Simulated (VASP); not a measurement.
## Be7S: single point with PBE

The system is Be7S.

```
Be S
1.0
     0.00000    3.33825    3.33825
     3.33825    0.00000    3.33825
     3.33825    3.33825    0.00000
Be S
7 1
Direct
  0.50000 0.00000 0.00000
  0.00000 0.50000 0.50000
  0.00000 0.50000 0.00000
  0.50000 0.00000 0.50000
  0.00000 0.00000 0.50000
  0.50000 0.50000 0.00000
  0.00000 0.00000 0.00000
  0.50000 0.50000 0.50000
```

```json
{"Program": "VASP 6.6.1", "Task": "single point", "Functional": "PBE", "Potentials or basis": "VASP PAW PBE potentials, release 64 (Be, S)", "Cutoff": "600 eV", "k mesh": "4 × 4 × 4", "Occupations": "gaussian, width 0.2 eV", "Spin": "no spin polarisation"}
```

```
Pressure               : 0.2 GPa
Band gap on the k mesh : zero (band 10 reaches 8.16 eV, above the bottom of band 11 at 6.38 eV)
```

Levels at points of the mesh, in eV from the Fermi level:
| k point | band 8 | band 9 | band 10 | band 11 | band 12 | band 13 |
| --- | --- | --- | --- | --- | --- | --- |
| (0.00, 0.00, 0.00) | -2.55 | -2.55 | -0.79 | -0.79 | -0.79 | 2.31 |
| (0.50, 0.00, 0.00) | -3.60 | -1.70 | -0.30 | 1.27 | 1.27 | 2.19 |
| (0.50, 0.50, 0.00) | -0.84 | -0.84 | 0.48 | 0.48 | 1.28 | 2.02 |

Run time: 14 s on 1 thread of AMD EPYC 9R45 96-Core Processor (Zen 5), on a shared host, peak memory 0.19 GiB.

Caveat: the k points lie up to 0.41 Å⁻¹ apart.
